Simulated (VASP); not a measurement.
# Re (Pm-3m) in VASP: notebook, part 2 of 2

VASP 6.6.1. The steps go on from the part before.

**5. Relaxation of cell and atoms, PBEsol, target pressure 20 GPa, at which the enthalpy is minimised**

File INCAR:

```
PREC = Accurate
ENCUT = 600
EDIFF = 1E-6
ISMEAR = 0
SIGMA = 0.05
LREAL = F
LASPH = T
NELM = 60
ALGO = Normal
ISIF = 3
LWAVE = F
LCHARG = F
GGA = PS
IBRION = 2
NSW = 80
EDIFFG = -0.03
PSTRESS = 200.0
```

File KPOINTS:

```
Automatic mesh
0
Gamma
  10 10 10
```

File POSCAR:

```
Re
1.0
    2.5300000000      0.0000000000      0.0000000000
    0.0000000000      2.5300000000      0.0000000000
    0.0000000000      0.0000000000      2.5300000000
Re
1
Direct
    0.0000000000      0.0000000000      0.0000000000
```

Potentials or basis: VASP PAW PBE potentials, release 64 (Re).

On the command line:

```console
> cat potpaw_PBE.64/Re/POTCAR > POTCAR
> mpirun -np 1 vasp_std > vasp.out
```

OUTCAR:

```text
PREC = Accurate
   ENCUT = 600
   EDIFF = 1E-6
   ISMEAR = 0
   LREAL = F
   LASPH = T
   NELM = 60
   ISIF = 3
   GGA = PS
   IBRION = 2
   NSW = 80
   EDIFFG = -0.03
   PSTRESS = 200.0

 ion  position               nearest neighbor table
   1  0.000  0.000  0.000-

  LATTYP: Found a simple cubic cell.
 ALAT       =     2.5300000000

  Lattice vectors:

 A1 = (   2.5300000000,   0.0000000000,   0.0000000000)
 A2 = (   0.0000000000,   2.5300000000,   0.0000000000)
 A3 = (   0.0000000000,   0.0000000000,   2.5300000000)

Analysis of symmetry for initial positions (statically):
=====================================================================
 Subroutine PRICEL returns:
 Original cell was already a primitive cell.

 Routine SETGRP: Setting up the symmetry group for a
 simple cubic supercell.

 Subroutine GETGRP returns: Found 48 space group operations
 (whereof 48 operations were pure point group operations)
 out of a pool of 48 trial point group operations.

The static configuration has the point symmetry O_h .

Analysis of symmetry for dynamics (positions and initial velocities):
=====================================================================
 Subroutine PRICEL returns:
 Original cell was already a primitive cell.

 Routine SETGRP: Setting up the symmetry group for a
 simple cubic supercell.

 Subroutine GETGRP returns: Found 48 space group operations
 (whereof 48 operations were pure point group operations)
 out of a pool of 48 trial point group operations.

The dynamic configuration has the point symmetry O_h .

 Subroutine INISYM returns: Found 48 space group operations
 (whereof 48 operations are pure point group operations),
 and found     1 'primitive' translations

----------------------------------------------------------------------------------------

                                     Primitive cell

  volume of cell :      16.1943

  direct lattice vectors                    reciprocal lattice vectors
     2.530000000  0.000000000  0.000000000     0.395256917  0.000000000  0.000000000
     0.000000000  2.530000000  0.000000000     0.000000000  0.395256917  0.000000000
     0.000000000  0.000000000  2.530000000     0.000000000  0.000000000  0.395256917

  length of vectors
     2.530000000  2.530000000  2.530000000     0.395256917  0.395256917  0.395256917

  position of ions in fractional coordinates (direct lattice)
     0.000000000  0.000000000  0.000000000

  ion indices of the primitive-cell ions
   primitive index   ion index
                 1           1

----------------------------------------------------------------------------------------

 KPOINTS: Automatic mesh

Automatic generation of k-mesh.
 Grid dimensions read from file:
 generate k-points for:   10   10   10

 Generating k-lattice:

  Cartesian coordinates                     Fractional coordinates (reciprocal lattice)
     0.039525692  0.000000000  0.000000000     0.100000000  0.000000000  0.000000000
     0.000000000  0.039525692  0.000000000     0.000000000  0.100000000  0.000000000
     0.000000000  0.000000000  0.039525692     0.000000000  0.000000000  0.100000000

  Length of vectors
     0.039525692  0.039525692  0.039525692

  Shift w.r.t. Gamma in fractional coordinates (k-lattice)
     0.000000000  0.000000000  0.000000000

 Subroutine IBZKPT returns following result:
 ===========================================

 Found     56 irreducible k-points:

 Following reciprocal coordinates:
            Coordinates               Weight
  0.000000  0.000000  0.000000      1.000000
  0.100000  0.000000  0.000000      6.000000
  0.200000  0.000000  0.000000      6.000000
  0.300000  0.000000  0.000000      6.000000
  0.400000  0.000000  0.000000      6.000000
  0.500000  0.000000  0.000000      3.000000
[... 16 lines left out ...]
  0.200000  0.100000  0.100000     24.000000
  0.300000  0.100000  0.100000     24.000000
 [... further k-points ...]
   k-points           NKPTS =     56   k-points in BZ     NKDIM =     56   number of bands    NBANDS=      7
   number of dos      NEDOS =    301   number of ions     NIONS =      1
   total plane-waves  NPLWV =   8000
   dimension x,y,z NGX =    20 NGY =   20 NGZ =   20
   dimension x,y,z NGXF=    40 NGYF=   40 NGZF=   40
   ions per type =               1
   NGX,Y,Z   is equivalent  to a cutoff of  13.14, 13.14, 13.14 a.u.
   NGXF,Y,Z  is equivalent  to a cutoff of  26.28, 26.28, 26.28 a.u.
 SYSTEM =  unknown system
   PREC   = accura    normal or accurate (medium, high low for compatibility)
   ISTART =      0    job   : 0-new  1-cont  2-samecut
   ICHARG =      2    charge: 1-file 2-atom 10-const
   ISPIN  =      1    spin polarized calculation?
   LNONCOLLINEAR =      F non collinear calculations
   LSORBIT =      F    spin-orbit coupling
   LASPH  =      T    aspherical Exc in radial PAW
   ENCUT  =  600.0 eV  44.10 Ry    6.64 a.u.   5.05  5.05  5.05*2*pi/ulx,y,z
   NELM   =     60;   NELMIN=  2; NELMDL= -5     # of ELM steps
   EDIFF  = 0.1E-05   stopping-criterion for ELM
   LREAL  =      F    real-space projection
   EDIFFG = -.3E-01   stopping-criterion for IOM
   NSW    =     80    number of steps for IOM
   IBRION =      2    ionic relax: 0-MD 1-quasi-New 2-CG
   NFREE  =      1    steps in history (QN), initial steepest desc. (CG)
   ISIF   =      3    stress and relaxation
   ISYM   =      2    0-nonsym 1-usesym 2-fastsym
   POTIM  = 0.5000    time-step for ionic-motion
   TEBEG  =    0.0;   TEEND  =   0.0 temperature during run
   PSTRESS=  200.0 pullay stress
   NELECT =       7.0000    total number of electrons
   NUPDOWN=      -1.0000    fix difference up-down
   EMIN   =  10.00;   EMAX   =-10.00  energy-range for DOS
   EFERMI =   0.00;   METHOD = LEGACY
   ISMEAR =     0;   SIGMA  =   0.05  broadening in eV -4-tet -1-fermi 0-gaus
   EFERMI_NEDOS =   21; number of points for ismear=-14 and -15
   IALGO  =     38    algorithm
   IMIX   =      4    mixing-type and parameters
     AMIX     =   0.40;   BMIX     =  1.00
     AMIX_MAG =   1.60;   BMIX_MAG =  1.00
  volume/ion in A,a.u.               =      16.19       109.28
  Fermi-wavevector in a.u.,A,eV,Ry     =   1.237809  2.339120 20.846456  1.532171
  Thomas-Fermi vector in A             =   2.372361
   LORBIT       =      0    0 simple, 1 ext, 2 COOP (PROOUT), +10 PAW based schemes
   GGA     = PS    functional components
   LHFCALC =     F    Hartree Fock is set to
   AEXX    =    0.0000 exact exchange contribution
   IVDW    =     0    specifies the selected vdW correction
   LEPSILON=     F    determine dielectric tensor
   LRPA    =     F    only Hartree local field effects (RPA)
 conjugate gradient relaxation of ions
 non-spin polarized calculation
 Gauss-broadening in eV      SIGMA  =   0.05
  energy-cutoff  :      600.00
  volume of cell :       16.19
 maximum number of plane-waves:       554
   NGX = 11   NGY = 11   NGZ = 11

--------------------------------------- Ionic step        1  -------------------------------------------

 number of electron       6.9999998 magnetization

 Free energy of the ion-electron system (eV)
  ---------------------------------------------------
  ext. energy  EPLUGINS =         0.00000000
  ---------------------------------------------------
  free energy    TOTEN  =       -11.94858787 eV

  energy without entropy =      -11.94820803  energy(sigma->0) =      -11.94839795

------------------------ aborting loop because EDIFF is reached ----------------------------------------

  FORCE on cell =-STRESS in cart. coord.  units (eV):
  Direction    XX          YY          ZZ          XY          YZ          ZX
  --------------------------------------------------------------------------------------
  -------------------------------------------------------------------------------------
  Total        0.6952791      0.6952791      0.6952791     -0.0000000     -0.0000000     -0.0000000
  in kB       68.7872903     68.7872903     68.7872903     -0.0000000     -0.0000000     -0.0000000
  external PRESSURE =    -131.2127097 kB  Pullay stress =     200.0000000 kB
[... 98 lines left out ...]
--------------------------------------- Ionic step        4  -------------------------------------------

 number of electron       7.0000000 magnetization

 Free energy of the ion-electron system (eV)
  ---------------------------------------------------
  ext. energy  EPLUGINS =         0.00000000
  ---------------------------------------------------
  free energy    TOTEN  =       -11.89977656 eV

  energy without entropy =      -11.89927816  energy(sigma->0) =      -11.89952736

 E-fermi :   7.4747     XC(G=0): -13.3538

 val. band max:        7.4734164752   @ k =   0.5000   0.1000   0.0000
 cond. band min:       7.6473801633   @ k =   0.3000   0.2000   0.0000
 fundamental gap:      0.1739636881
 Fermi energy:         7.4747087478

 k-point     1 :       0.0000    0.0000    0.0000
  band No.  band energies     occupation
      1      -2.2841      2.00000
      2       1.5662      2.00000
      3       1.5662      2.00000
      4      11.5884      0.00000
      5      11.5884      0.00000
      6      11.5884      0.00000
      7      23.6979      0.00000
[... 221 lines left out ...]
 k-point    24 :       0.3000    0.1000    0.1000
  band No.  band energies     occupation
      1       0.7395      2.00000
      2       2.8786      2.00000
      3       4.7895      2.00000
      4       7.9348      0.00000
      5       8.5331      0.00000
      6      10.8449      0.00000
      7      18.3441      0.00000

 [... further k-points ...]
[... 5 lines left out ...]
  --------------------------------------------------------------------------------------
  -------------------------------------------------------------------------------------
  Total        1.9287599      1.9287599      1.9287599      0.0000000      0.0000000      0.0000000
  in kB      198.1090440    198.1090440    198.1090440      0.0000000      0.0000000      0.0000000
  external PRESSURE =      -1.8909560 kB  Pullay stress =     200.0000000 kB
[... 20 lines left out ...]
  energy  without entropy=      -11.8992781637  energy(sigma->0) =      -11.89952736

  enthalpy is  TOTEN    =        -9.9526065520 eV   P V=        1.9471700083

 reached required accuracy - stopping structural energy minimisation
```

OSZICAR:

```text
N       E                     dE             d eps       ncg     rms          rms(c)
DAV:   1     0.706112755103E+01    0.70611E+01   -0.37751E+03  1225   0.119E+03
DAV:   2    -0.115945049563E+02   -0.18656E+02   -0.17634E+02   868   0.116E+02
DAV:   3    -0.124689586497E+02   -0.87445E+00   -0.86285E+00  1288   0.302E+01
[... 29 lines left out ...]
       N       E                     dE             d eps       ncg     rms          rms(c)
DAV:   1    -0.118998707088E+02    0.47331E-02   -0.11414E-02   784   0.751E+00    0.330E-01
DAV:   2    -0.118997929951E+02    0.77714E-04   -0.15730E-04  1253   0.410E-01    0.111E-01
DAV:   3    -0.118997758853E+02    0.17110E-04   -0.64178E-05  1211   0.279E-01    0.164E-02
DAV:   4    -0.118997765603E+02   -0.67501E-06   -0.10344E-06   497   0.231E-02
   4 F= -.99526066E+01 E0= -.99523574E+01  d E =-.255523E-01
```

CONTCAR:

```text
Re
   1.00000000000000
     2.4985889757629804    0.0000000000000000   -0.0000000000000000
    -0.0000000000000000    2.4985889757629804    0.0000000000000000
    -0.0000000000000000   -0.0000000000000000    2.4985889757629804
  Re
     1
Direct
     0.0000000000000000    0.0000000000000000    0.0000000000000000

  0.00000000E+00  0.00000000E+00  0.00000000E+00
```

Run time: 11 s. Hardware: 1 thread of Intel Xeon Platinum 8375C at 2.90GHz (Ice Lake), shared host; peak memory 0.13 GiB.

What came out:

| Quantity | Value |
| --- | --- |
| Free energy | -11.8998 eV |
| Relaxed volume | 15.60 Å³/atom |
| Relaxed cell | a = 2.499 Å, b = 2.499 Å, c = 2.499 Å, α = 90.00°, β = 90.00°, γ = 90.00° |
| Space group after relaxing (to 0.05 Å) | Pm-3m (No. 221) |
| Energy change on relaxing (the enthalpy is what falls) | +48.8 meV/atom |
| Ionic steps | 4 |
| Pressure after relaxing | 19.8 GPa |

Step by step:
| step | energy change (eV) | largest force (eV/Å) | pressure (GPa) | volume (Å³) |
| --- | --- | --- | --- | --- |
| 1 | 0.0000 | 0.0000 | 6.88 | 16.19 |
| 2 | 0.8511 | 0.0000 | 100.55 | 13.28 |
| 3 | 0.0440 | 0.0000 | 18.88 | 15.64 |
| 4 | 0.0488 | 0.0000 | 19.81 | 15.60 |

Final structure:
```
CELL_PARAMETERS angstrom
2.49859 0.00000 0.00000
0.00000 2.49859 0.00000
0.00000 0.00000 2.49859
ATOMIC_POSITIONS crystal
Re 0.00000 0.00000 0.00000
```

Caveat: the cell is relaxed towards a set pressure, so the enthalpy falls and the energy may rise; the PAW data sets were made with another functional, which shifts forces and pressure a little; spin-orbit coupling is left out, which moves the levels of the heavy elements.

**6. The runs side by side**

```csv
cell,gap on the mesh (eV),pressure (GPa)
relaxed,none,-0.2
relaxed to 5 GPa,none,5.0
relaxed to 10 GPa,none,9.9
relaxed to 20 GPa,none,19.8
```

Alike in all rows: task relaxation of cell and atoms; level PBEsol; potentials or basis VASP PAW PBE potentials, release 64 (Re); no spin polarisation; k mesh 10 × 10 × 10; cutoff (eV) 600; smearing gaussian 0.05 eV.

Caveats: the PAW data sets were made with another functional, which shifts forces and pressure a little; spin-orbit coupling is left out, which moves the levels of the heavy elements; the cell is relaxed towards a set pressure, so the enthalpy falls and the energy may rise (some runs).

Total energies depend on the potentials used, so only differences within one code and one set of settings carry meaning.
